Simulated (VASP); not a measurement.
# CsMo4Pb (F-43m) in VASP: single point with PBE

Aim: the single point of CsMo4Pb with PBE.

All numbers are computed with VASP 6.6.1; they aren't measurements. Logs are shortened: lines on timing, memory, paths and dates and some standing lists are left out, and cuts for length are marked.

### Step 1. The cell of the first run

Symmetry: F-43m, No. 216, cubic system. Conventional cell: a = 7.994 Å, b = 7.994 Å, c = 7.994 Å, α = 90.00°, β = 90.00°, γ = 90.00°. Within 4.4 Å of Cs (site symmetry -43m) lie 12 Mo at 3.31 Å and 4 Pb at 3.46 Å. Mo (site symmetry 3m) has 6 Mo at 2.83 Å and 3 Cs at 3.31 Å and 3 Pb at 3.31 Å within 3.7 Å. Within 4.4 Å of Pb (site symmetry -43m) lie 12 Mo at 3.31 Å and 4 Cs at 3.46 Å.

### Step 2. Single point, PBE

Contents of INCAR:

```
ALGO = Normal
EDIFF = 1E-6
ENCUT = 520
GGA = PE
ISIF = 2
ISMEAR = 0
LASPH = T
LCHARG = F
LREAL = F
LWAVE = F
NBANDS = 48
NELM = 80
PREC = Accurate
SIGMA = 0.1
```

Contents of KPOINTS:

```
k-points
0
Gamma
  4 4 4
```

Contents of POSCAR:

```
CsMo4Pb
1.0
    0.0000000000      3.9968064574      3.9968064574
    3.9968064574      0.0000000000      3.9968064574
    3.9968064574      3.9968064574      0.0000000000
Cs Mo Pb
1 4 1
Direct
    0.0000000000      0.0000000000      0.0000000000
    0.3750000000      0.8750000000      0.3750000000
    0.3750000000      0.3750000000      0.8750000000
    0.3750000000      0.3750000000      0.3750000000
    0.8750000000      0.3750000000      0.3750000000
    0.7500000000      0.7500000000      0.7500000000
```

Potentials or basis: VASP PAW PBE potentials, release 64 (Cs_sv, Mo_sv, Pb_d).

Launch:

```
$ cat potpaw_PBE.64/Cs_sv/POTCAR potpaw_PBE.64/Mo_sv/POTCAR potpaw_PBE.64/Pb_d/POTCAR > POTCAR
$ mpirun -np 1 vasp_std > vasp.out
```

OUTCAR:

```text
EDIFF = 1E-6
   ENCUT = 520
   GGA = PE
   ISIF = 2
   ISMEAR = 0
   LASPH = T
   LREAL = F
   NELM = 80
   PREC = Accurate

 ion  position               nearest neighbor table
   1  0.000  0.000  0.000-   3 3.31   2 3.31   4 3.31   5 3.31   3 3.31   4 3.31   5 3.31   2 3.31
                             3 3.31   4 3.31   5 3.31   2 3.31   6 3.46   6 3.46   6 3.46   6 3.46
   2  0.375  0.875  0.375-   4 2.83   3 2.83   3 2.83   4 2.83   5 2.83   5 2.83   1 3.31   6 3.31
                             1 3.31   6 3.31   6 3.31   1 3.31
   3  0.375  0.375  0.875-   4 2.83   2 2.83   4 2.83   5 2.83   2 2.83   5 2.83   1 3.31   1 3.31
                             6 3.31   6 3.31   1 3.31   6 3.31
   4  0.375  0.375  0.375-   2 2.83   3 2.83   5 2.83   3 2.83   2 2.83   5 2.83   1 3.31   6 3.31
                             1 3.31   6 3.31   1 3.31   6 3.31
   5  0.875  0.375  0.375-   4 2.83   3 2.83   2 2.83   2 2.83   3 2.83   4 2.83   6 3.31   1 3.31
                             6 3.31   1 3.31   6 3.31   1 3.31
   6  0.750  0.750  0.750-   2 3.31   3 3.31   4 3.31   3 3.31   4 3.31   5 3.31   2 3.31   4 3.31
                             5 3.31   3 3.31   2 3.31   5 3.31   1 3.46   1 3.46   1 3.46   1 3.46

  LATTYP: Found a face centered cubic cell.
 ALAT       =     7.9936129148

  Lattice vectors:

 A1 = (   0.0000000000,   3.9968064574,   3.9968064574)
 A2 = (   3.9968064574,   0.0000000000,   3.9968064574)
 A3 = (   3.9968064574,   3.9968064574,   0.0000000000)

Analysis of symmetry for initial positions (statically):
=====================================================================
 Subroutine PRICEL returns:
 Original cell was already a primitive cell.

 Routine SETGRP: Setting up the symmetry group for a
 face centered cubic supercell.

 Subroutine GETGRP returns: Found 24 space group operations
 (whereof 24 operations were pure point group operations)
 out of a pool of 48 trial point group operations.

The static configuration has the point symmetry T_d .

Analysis of symmetry for dynamics (positions and initial velocities):
=====================================================================
 Subroutine PRICEL returns:
 Original cell was already a primitive cell.

 Routine SETGRP: Setting up the symmetry group for a
 face centered cubic supercell.

 Subroutine GETGRP returns: Found 24 space group operations
 (whereof 24 operations were pure point group operations)
 out of a pool of 48 trial point group operations.

The dynamic configuration has the point symmetry T_d .

 Subroutine INISYM returns: Found 24 space group operations
 (whereof 24 operations are pure point group operations),
 and found     1 'primitive' translations

----------------------------------------------------------------------------------------

                                     Primitive cell

  volume of cell :     127.6937

  direct lattice vectors                    reciprocal lattice vectors
     0.000000000  3.996806457  3.996806457    -0.125099878  0.125099878  0.125099878
     3.996806457  0.000000000  3.996806457     0.125099878 -0.125099878  0.125099878
     3.996806457  3.996806457  0.000000000     0.125099878  0.125099878 -0.125099878

  length of vectors
     5.652337898  5.652337898  5.652337898     0.216679345  0.216679345  0.216679345

  position of ions in fractional coordinates (direct lattice)
     0.000000000  0.000000000  0.000000000
     0.375000000  0.875000000  0.375000000
     0.375000000  0.375000000  0.875000000
     0.375000000  0.375000000  0.375000000
     0.875000000  0.375000000  0.375000000
     0.750000000  0.750000000  0.750000000

  ion indices of the primitive-cell ions
   primitive index   ion index
                 1           1
                 2           2
                 3           3
                 4           4
                 5           5
                 6           6

----------------------------------------------------------------------------------------

 KPOINTS: k-points

Automatic generation of k-mesh.
 Grid dimensions read from file:
 generate k-points for:    4    4    4

 Generating k-lattice:

  Cartesian coordinates                     Fractional coordinates (reciprocal lattice)
    -0.031274969  0.031274969  0.031274969     0.250000000  0.000000000  0.000000000
     0.031274969 -0.031274969  0.031274969     0.000000000  0.250000000  0.000000000
     0.031274969  0.031274969 -0.031274969     0.000000000  0.000000000  0.250000000

  Length of vectors
     0.054169836  0.054169836  0.054169836

  Shift w.r.t. Gamma in fractional coordinates (k-lattice)
     0.000000000  0.000000000  0.000000000

 Subroutine IBZKPT returns following result:
 ===========================================

 Found      8 irreducible k-points:

 Following reciprocal coordinates:
            Coordinates               Weight
  0.000000  0.000000  0.000000      1.000000
  0.250000  0.000000  0.000000      8.000000
  0.500000  0.000000  0.000000      4.000000
  0.250000  0.250000  0.000000      6.000000
  0.500000  0.250000  0.000000     24.000000
 -0.250000  0.250000  0.000000     12.000000
  0.500000  0.500000  0.000000      3.000000
 -0.250000  0.500000  0.250000      6.000000
   k-points           NKPTS =      8   k-points in BZ     NKDIM =      8   number of bands    NBANDS=     48
   number of dos      NEDOS =    301   number of ions     NIONS =      6
   total plane-waves  NPLWV =  74088
   dimension x,y,z NGX =    42 NGY =   42 NGZ =   42
   dimension x,y,z NGXF=    84 NGYF=   84 NGZF=   84
   ions per type =               1   4   1
   NGX,Y,Z   is equivalent  to a cutoff of  12.35, 12.35, 12.35 a.u.
   NGXF,Y,Z  is equivalent  to a cutoff of  24.71, 24.71, 24.71 a.u.
 SYSTEM =  unknown system
   PREC   = accura    normal or accurate (medium, high low for compatibility)
   ISTART =      0    job   : 0-new  1-cont  2-samecut
   ICHARG =      2    charge: 1-file 2-atom 10-const
   ISPIN  =      1    spin polarized calculation?
   LNONCOLLINEAR =      F non collinear calculations
   LSORBIT =      F    spin-orbit coupling
   LASPH  =      T    aspherical Exc in radial PAW
   ENCUT  =  520.0 eV  38.22 Ry    6.18 a.u.  10.51 10.51 10.51*2*pi/ulx,y,z
   NELM   =     80;   NELMIN=  2; NELMDL= -5     # of ELM steps
   EDIFF  = 0.1E-05   stopping-criterion for ELM
   LREAL  =      F    real-space projection
   EDIFFG = 0.1E-04   stopping-criterion for IOM
   NSW    =      0    number of steps for IOM
   IBRION =     -1    ionic relax: 0-MD 1-quasi-New 2-CG
   NFREE  =      0    steps in history (QN), initial steepest desc. (CG)
   ISIF   =      2    stress and relaxation
   ISYM   =      2    0-nonsym 1-usesym 2-fastsym
   POTIM  = 0.5000    time-step for ionic-motion
   TEBEG  =    0.0;   TEEND  =   0.0 temperature during run
   PSTRESS=    0.0 pullay stress
   NELECT =      79.0000    total number of electrons
   NUPDOWN=      -1.0000    fix difference up-down
   EMIN   =  10.00;   EMAX   =-10.00  energy-range for DOS
   EFERMI =   0.00;   METHOD = LEGACY
   ISMEAR =     0;   SIGMA  =   0.10  broadening in eV -4-tet -1-fermi 0-gaus
   EFERMI_NEDOS =   21; number of points for ismear=-14 and -15
   IALGO  =     38    algorithm
   IMIX   =      4    mixing-type and parameters
     AMIX     =   0.40;   BMIX     =  1.00
     AMIX_MAG =   1.60;   BMIX_MAG =  1.00
  volume/ion in A,a.u.               =      21.28       143.62
  Fermi-wavevector in a.u.,A,eV,Ry     =   1.394957  2.636086 26.475636  1.945904
  Thomas-Fermi vector in A             =   2.518455
   LORBIT       =      0    0 simple, 1 ext, 2 COOP (PROOUT), +10 PAW based schemes
   GGA     = PE    functional components
   LHFCALC =     F    Hartree Fock is set to
   AEXX    =    0.0000 exact exchange contribution
   IVDW    =     0    specifies the selected vdW correction
   LEPSILON=     F    determine dielectric tensor
   LRPA    =     F    only Hartree local field effects (RPA)
 non-spin polarized calculation
 Gauss-broadening in eV      SIGMA  =   0.10
  energy-cutoff  :      520.00
  volume of cell :      127.69
 maximum number of plane-waves:      3479
   NGX = 21   NGY = 21   NGZ = 21

 number of electron      79.0000014 magnetization

 Free energy of the ion-electron system (eV)
  ---------------------------------------------------
  ext. energy  EPLUGINS =         0.00000000
  ---------------------------------------------------
  free energy    TOTEN  =       -40.22611994 eV

  energy without entropy =      -40.19421399  energy(sigma->0) =      -40.21016696

 E-fermi :   8.7807     XC(G=0): -11.7477

 val. band max:        8.7806681651   @ k =   0.5000   0.2500   0.0000
 cond. band min:       8.8691992962   @ k =   0.2500   0.2500   0.0000
 fundamental gap:      0.0885311311
 Fermi energy:         8.7806995770

 k-point     1 :       0.0000    0.0000    0.0000
  band No.  band energies     occupation
      1     -52.1222      2.00000
      2     -51.9724      2.00000
      3     -51.9724      2.00000
      4     -51.9724      2.00000
      5     -26.7957      2.00000
      6     -26.3942      2.00000
[... 40 lines left out ...]
     47      10.2419      0.00000
     48      11.2059      0.00000

 k-point     2 :       0.2500    0.0000    0.0000
  band No.  band energies     occupation
      1     -52.1067      2.00000
      2     -51.9883      2.00000
      3     -51.9724      2.00000
      4     -51.9724      2.00000
      5     -26.7067      2.00000
      6     -26.3581      2.00000
[... 40 lines left out ...]
     47      10.4639      0.00000
     48      11.2727      0.00000

 k-point     3 :       0.5000    0.0000    0.0000
  band No.  band energies     occupation
      1     -52.0851      2.00000
      2     -52.0104      2.00000
      3     -51.9725      2.00000
      4     -51.9725      2.00000
      5     -26.6169      2.00000
      6     -26.3349      2.00000
[... 244 lines left out ...]
     47      10.1791      0.00000
     48      10.2794      0.00000

 k-point     8 :      -0.2500    0.5000    0.2500
  band No.  band energies     occupation
      1     -52.0479      2.00000
      2     -52.0478      2.00000
      3     -51.9725      2.00000
      4     -51.9725      2.00000
      5     -26.4048      2.00000
      6     -26.4036      2.00000
[... 40 lines left out ...]
     47      10.6441      0.00000
     48      10.6902      0.00000

------------------------ aborting loop because EDIFF is reached ----------------------------------------

  FORCE on cell =-STRESS in cart. coord.  units (eV):
  Direction    XX          YY          ZZ          XY          YZ          ZX
  --------------------------------------------------------------------------------------
  -------------------------------------------------------------------------------------
  Total       -2.2484749     -2.2484749     -2.2484749      0.0000000      0.0000000      0.0000000
  in kB      -28.2117017    -28.2117017    -28.2117017      0.0000000      0.0000000      0.0000000
  external PRESSURE =     -28.2117017 kB  Pullay stress =       0.0000000 kB

 VOLUME and BASIS-vectors are now :
 -----------------------------------------------------------------------------
  energy-cutoff  :      520.00
  volume of cell :      127.69
      direct lattice vectors                 reciprocal lattice vectors
     0.000000000  3.996806457  3.996806457    -0.125099878  0.125099878  0.125099878
     3.996806457  0.000000000  3.996806457     0.125099878 -0.125099878  0.125099878
     3.996806457  3.996806457  0.000000000     0.125099878  0.125099878 -0.125099878

 POSITION                                       TOTAL-FORCE (eV/Angst)
 -----------------------------------------------------------------------------------
      0.00000      0.00000      0.00000        -0.000000     -0.000000     -0.000000
      4.99601      2.99760      4.99601         0.133896     -0.133896      0.133896
      4.99601      4.99601      2.99760         0.133896      0.133896     -0.133896
      2.99760      2.99760      2.99760        -0.133896     -0.133896     -0.133896
      2.99760      4.99601      4.99601        -0.133896      0.133896      0.133896
      5.99521      5.99521      5.99521        -0.000000     -0.000000     -0.000000
 -----------------------------------------------------------------------------------
    total drift:                                0.000000      0.000000      0.000000

  FREE ENERGIE OF THE ION-ELECTRON SYSTEM (eV)
  ---------------------------------------------------
  free  energy   TOTEN  =       -40.2261199416 eV

  energy  without entropy=      -40.1942139857  energy(sigma->0) =      -40.21016696
```

Wall time 43 s (1 thread of Intel Xeon Platinum 8488C (Sapphire Rapids), shared host); peak memory 0.27 GiB.

Results:

```yaml
Free_energy: -40.2261 eV
Pressure: -2.8 GPa
```

Levels at points of the mesh, in eV from the Fermi level:
```tsv
k point	band 37	band 38	band 39	band 40	band 41	band 42	band 43	band 44
(0.00, 0.00, 0.00)	0.98	0.98	0.98	1.14	1.14	1.14	1.28	1.28
(0.50, 0.00, 0.00)	-0.90	-0.78	-0.78	-0.11	-0.11	0.79	0.99	1.16
(0.50, 0.50, 0.00)	-0.91	-0.57	-0.57	-0.50	-0.25	0.16	0.16	0.43
```

Caveat: spin-orbit coupling is left out, which moves the levels of the heavy elements.
